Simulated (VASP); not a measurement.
A run of VASP 6.6.1:

File INCAR:

```
SYSTEM = CaO
ALGO = Normal
EDIFF = 1E-6
ENCUT = 520
GGA = RP
ISIF = 2
ISMEAR = -1
IVDW = 12
LASPH = .TRUE.
LCHARG = .FALSE.
LREAL = .FALSE.
LWAVE = .FALSE.
NBANDS = 15
NELM = 60
PREC = Accurate
SIGMA = 0.05
```

The input KPOINTS:

```
k-points
0
G
  10 10 10
  0 0 0
```

POSCAR

```
CaO
1.0
    0.0000000000      2.2896750442      2.2896750442
    2.2896750442      0.0000000000      2.2896750442
    2.2896750442      2.2896750442      0.0000000000
Ca O
1 1
Direct
    0.0000000000      0.0000000000      0.0000000000
    0.5000000000      0.5000000000      0.5000000000
```

Potentials or basis: VASP PAW PBE potentials, release 64 (Ca_sv, O).

The run is started by

```sh
$ cat potpaw_PBE.64/Ca_sv/POTCAR potpaw_PBE.64/O/POTCAR > POTCAR
$ mpirun -np 1 vasp_std > vasp.out
```

Hardware: 1 thread of Intel(R) Xeon(R) Platinum 8375C CPU @ 2.90GHz (Ice Lake), with other jobs on the host.

Task: Estimate the wall time of this run.

Result: It took 8.6 s on 1 thread of Intel(R) Xeon(R) Platinum 8375C CPU @ 2.90GHz (Ice Lake) (shared host), peak memory 0.15 GiB. Counts: scf iterations 13, k points 47.
